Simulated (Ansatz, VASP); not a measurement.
## Ti: VASP beside Ansatz

```
Ti
1.0
     2.93970    0.00000    0.00000
     0.00000    4.65409    0.00000
     0.00000    0.00000   21.94030
Ti
6
Direct
  0.75000 0.75000 0.36868
  0.25000 0.25000 0.40733
  0.25000 0.75000 0.47881
  0.75000 0.25000 0.52119
  0.75000 0.75000 0.59267
  0.25000 0.25000 0.63132
```

Alike in both runs: functional PBE; k mesh 12 × 8 × 1; occupations fermi-dirac, width 0.1 eV; no spin polarisation.

Ansatz relaxed the structure, and its values are those at the end. VASP's run is a single point on that final structure, the one shown.

```csv
,VASP,Ansatz
version,VASP 6.6.1,Ansatz 0.2.0
potentials or method,"VASP PAW PBE potentials, release 64 (Ti_sv), cutoff 520 eV","all-electron LAPW, scalar-relativistic"
```

|  | VASP | Ansatz | Ansatz less VASP |
| --- | --- | --- | --- |
| rms of the force components (eV/Å) | 0.007 | 0.001 | -0.0064 |

Ansatz ran all-electron here, and VASP with PAW potentials.
